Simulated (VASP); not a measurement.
# Te2Mo (R-3m) in VASP: notebook, part 2 of 2

VASP 6.6.1. The steps go on from the part before.

## Step 4: Single point, r2SCAN

POSCAR

```
Te2Mo
1.0
    1.7509539882      1.0109137564      7.0687660217
   -1.7509539882      1.0109137564      7.0687660217
    0.0000000000     -2.0218275128      7.0687660218
Mo Te
1 2
Direct
    0.0000000000      0.0000000000      0.0000000000
    0.2465646677      0.2465646677      0.2465646677
    0.7534353323      0.7534353323      0.7534353323
```

INCAR.step1

```
SYSTEM = Te2Mo
ALGO = Normal
EDIFF = 1E-4
ENCUT = 520
GGA = PE
ISMEAR = 1
LASPH = .True.
LCHARG = .False.
LREAL = .False.
LWAVE = .True.
NBANDS = 20
NELM = 60
PREC = Accurate
SIGMA = 0.2
```

INCAR.step2

```
SYSTEM = Te2Mo
ALGO = Normal
EDIFF = 1E-6
ENCUT = 520
ISIF = 2
ISMEAR = 1
ISTART = 1
LASPH = .True.
LCHARG = .True.
LELF = .True.
LMIXTAU = .True.
LREAL = .False.
LVHAR = .True.
LWAVE = .False.
METAGGA = R2SCAN
NBANDS = 20
NELM = 60
PREC = Accurate
SIGMA = 0.2
```

KPOINTS

```
k-points
0
Gamma
  6 6 6
  0 0 0
```

Potentials or basis: VASP PAW PBE potentials, release 64 (Mo_sv, Te).

On the command line:

```sh
$ cat potpaw_PBE.64/Mo_sv/POTCAR potpaw_PBE.64/Te/POTCAR > POTCAR
$ cp INCAR.step1 INCAR
$ mpirun -np 1 vasp_std > vasp.out
$ cp INCAR.step2 INCAR
$ mpirun -np 1 vasp_std > vasp.out
```

OUTCAR:

```text
SYSTEM = Te2Mo
   EDIFF = 1E-6
   ENCUT = 520
   ISIF = 2
   ISMEAR = 1
   ISTART = 1
   LASPH = .True.
   LREAL = .False.
   METAGGA = R2SCAN
   NELM = 60
   PREC = Accurate

 ion  position               nearest neighbor table
   1  0.000  0.000  0.000-   3 2.73   3 2.73   2 2.73   2 2.73   3 2.73   2 2.73
   2  0.247  0.247  0.247-   1 2.73   1 2.73   1 2.73
   3  0.753  0.753  0.753-   1 2.73   1 2.73   1 2.73

  LATTYP: Found a trigonal (rhomboedric) cell.
 ALAT       =     7.3522268437
 COS(alpha) =     0.8865664127

  Lattice vectors:

 A1 = (   1.7509539882,   1.0109137564,   7.0687660217)
 A2 = (  -1.7509539882,   1.0109137564,   7.0687660217)
 A3 = (   0.0000000000,  -2.0218275128,   7.0687660218)

Analysis of symmetry for initial positions (statically):
=====================================================================
 Subroutine PRICEL returns:
 Original cell was already a primitive cell.

 Routine SETGRP: Setting up the symmetry group for a
 trigonal (rhombohedral) supercell.

 Subroutine GETGRP returns: Found 12 space group operations
 (whereof 12 operations were pure point group operations)
 out of a pool of 12 trial point group operations.

The static configuration has the point symmetry D_3d.

Analysis of symmetry for dynamics (positions and initial velocities):
=====================================================================
 Subroutine PRICEL returns:
 Original cell was already a primitive cell.

 Routine SETGRP: Setting up the symmetry group for a
 trigonal (rhombohedral) supercell.

 Subroutine GETGRP returns: Found 12 space group operations
 (whereof 12 operations were pure point group operations)
 out of a pool of 12 trial point group operations.

The dynamic configuration has the point symmetry D_3d.

[... 114 lines left out ...]
   EFERMI =   0.00;   METHOD = LEGACY
   ISMEAR =     1;   SIGMA  =   0.20  broadening in eV -4-tet -1-fermi 0-gaus
   EFERMI_NEDOS =   21; number of points for ismear=-14 and -15
   IALGO  =     38    algorithm
   IMIX   =      4    mixing-type and parameters
     AMIX     =   0.40;   BMIX     =  1.00
     AMIX_MAG =   1.60;   BMIX_MAG =  1.00
  volume/ion in A,a.u.               =      25.02       168.87
  Fermi-wavevector in a.u.,A,eV,Ry     =   1.149665  2.172552 17.983229  1.321730
  Thomas-Fermi vector in A             =   2.286334
   LORBIT       =      0    0 simple, 1 ext, 2 COOP (PROOUT), +10 PAW based schemes
   METAGGA = R2SCAN    functional components
   LHFCALC =     F    Hartree Fock is set to
   AEXX    =    0.0000 exact exchange contribution
   IVDW    =     0    specifies the selected vdW correction
   LEPSILON=     F    determine dielectric tensor
   LRPA    =     F    only Hartree local field effects (RPA)
 non-spin polarized calculation
 Methfessel and Paxton  Order N= 1 SIGMA  =   0.20
  energy-cutoff  :      520.00
  volume of cell :       75.07
 maximum number of plane-waves:      2054
   NGX = 27   NGY = 27   NGZ = 27

 number of electron      26.0000001 magnetization

 Free energy of the ion-electron system (eV)
  ---------------------------------------------------
  ext. energy  EPLUGINS =         0.00000000
  ---------------------------------------------------
  free energy    TOTEN  =       -77.29008715 eV

  energy without entropy =      -77.28949322  energy(sigma->0) =      -77.28988918

 E-fermi :   8.5679     XC(G=0): -11.0372

 val. band max:        8.5540337914   @ k =  -0.3333   0.5000   0.3333
 cond. band min:       8.6948196214   @ k =   0.5000   0.3333   0.1667
 fundamental gap:      0.1407858300
 Fermi energy:         8.5678656251

 k-point     1 :       0.0000    0.0000    0.0000
  band No.  band energies     occupation
      1     -54.7604      2.00000
      2     -28.1592      2.00000
      3     -28.0950      2.00000
      4     -28.0950      2.00000
      5      -5.5318      2.00000
      6      -4.2348      2.00000
[... 541 lines left out ...]
     19      14.2286      0.00000
     20      15.9064      0.00000

 [... further k-points ...]

------------------------ aborting loop because EDIFF is reached ----------------------------------------

  FORCE on cell =-STRESS in cart. coord.  units (eV):
  Direction    XX          YY          ZZ          XY          YZ          ZX
  --------------------------------------------------------------------------------------
  -------------------------------------------------------------------------------------
  Total        0.6162174      0.6162174      0.6594901      0.0000000     -0.0000000      0.0000000
  in kB       13.1510622     13.1510622     14.0745704      0.0000000     -0.0000000      0.0000000
  external PRESSURE =      13.4588983 kB  Pullay stress =       0.0000000 kB

 VOLUME and BASIS-vectors are now :
 -----------------------------------------------------------------------------
  energy-cutoff  :      520.00
  volume of cell :       75.07
      direct lattice vectors                 reciprocal lattice vectors
     1.750953988  1.010913756  7.068766022     0.285558617  0.164867345  0.047155802
    -1.750953988  1.010913756  7.068766022    -0.285558617  0.164867345  0.047155802
     0.000000000 -2.021827513  7.068766022     0.000000000 -0.329734689  0.047155802

 POSITION                                       TOTAL-FORCE (eV/Angst)
 -----------------------------------------------------------------------------------
      0.00000      0.00000      0.00000        -0.000000      0.000000      0.000000
      0.00000      0.00000      5.22872         0.000000      0.000000     -0.010790
      0.00000      0.00000     15.97757         0.000000      0.000000      0.010790
 -----------------------------------------------------------------------------------
    total drift:                               -0.000000     -0.000000      0.000000

  FREE ENERGIE OF THE ION-ELECTRON SYSTEM (eV)
  ---------------------------------------------------
  free  energy   TOTEN  =       -77.2900871538 eV

  energy  without entropy=      -77.2894932243  energy(sigma->0) =      -77.28988918
```

It took 12 min on 1 thread of Intel Xeon 6975P-C (Granite Rapids), shared host; peak memory 0.47 GiB.

Results:

```
Free energy            : -77.2901 eV
Pressure               : 1.3 GPa
Largest force          : 0.011 eV/Å
Band gap on the k mesh : 0.03 eV (least direct gap 0.39 eV)
```

Forces on the atoms (eV/Å):
```
Mo   0.000  0.000  0.000
Te   0.000  0.000 -0.011
Te   0.000  0.000  0.011
```

Caveat: the smearing spreads over this small gap; semilocal functionals underestimate gaps, and a narrow one can read as zero; the PAW data sets were made with another functional, which shifts forces and pressure a little; spin-orbit coupling is left out, which moves the levels of the heavy elements. A k mesh can miss the band edges.

## Step 5: The runs side by side

| k mesh | smearing | gap on the mesh (eV) | pressure (GPa) | largest force (eV/Å) |
| --- | --- | --- | --- | --- |
| 5 × 5 × 5 | fermi-dirac 0.02 eV | 0.19 | 1.3 | 0.07 |
| 6 × 6 × 6 | fermi-dirac 0.02 eV | 0.03 | 1.3 | 0.01 |
| 6 × 6 × 6 | methfessel-paxton 0.2 eV | 0.03 | 1.3 | 0.01 |

Alike in all rows: task single point; level r2SCAN; potentials or basis VASP PAW PBE potentials, release 64 (Mo_sv, Te); no spin polarisation; cell as given; cutoff (eV) 520.

Caveats: semilocal functionals underestimate gaps, and a narrow one can read as zero; the PAW data sets were made with another functional, which shifts forces and pressure a little; spin-orbit coupling is left out, which moves the levels of the heavy elements; the smearing spreads over this small gap (at least some runs).

Total energies depend on the potentials used, so only differences within one code and one set of settings carry meaning.

The gap in the log of VASP goes by the Fermi energy; the results here count the filled bands.